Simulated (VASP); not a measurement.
Here is a VASP 6.6.1 calculation.

INCAR

```
SYSTEM = NbH2
PREC = Accurate
ENCUT = 600
EDIFF = 1E-8
ISMEAR = -1
SIGMA = 0.05
LREAL = .FALSE.
LASPH = .TRUE.
NELM = 100
ALGO = Normal
ISIF = 3
LWAVE = .FALSE.
LCHARG = .FALSE.
GGA = PS
NBANDS = 14
IBRION = 6
NFREE = 2
POTIM = 0.015
NSW = 1
```

File KPOINTS:

```
Automatic mesh
0
G
  16 16 16
  0 0 0
```

The input POSCAR:

```
NbH2
1.0
    0.0000000000      2.2084677270      2.2084677270
    2.2084677270      0.0000000000      2.2084677270
    2.2084677270      2.2084677270      0.0000000000
Nb H
1 2
Direct
    0.0000000000      0.0000000000      0.0000000000
    0.2500000000      0.2500000000      0.2500000000
    0.7500000000      0.7500000000      0.7500000000
```

Potentials or basis: VASP PAW PBE potentials, release 64 (Nb_sv, H).

Run with:

```console
$ cat potpaw_PBE.64/Nb_sv/POTCAR potpaw_PBE.64/H/POTCAR > POTCAR
$ mpirun -np 1 vasp_std > vasp.out
```

(1) Predict the elastic constants C11, C12, C44.

(2) What does it give for the Voigt bulk modulus?

(3) What does it give for the highest phonon frequency at Γ?

## Answers

(1) 340, 183, 102 GPa.

(2) 235 GPa.

(3) 1408 cm⁻¹.

Caveat: the cell is under stress, which shifts elastic constants; the PAW data sets were made with another functional, which shifts forces and pressure a little.
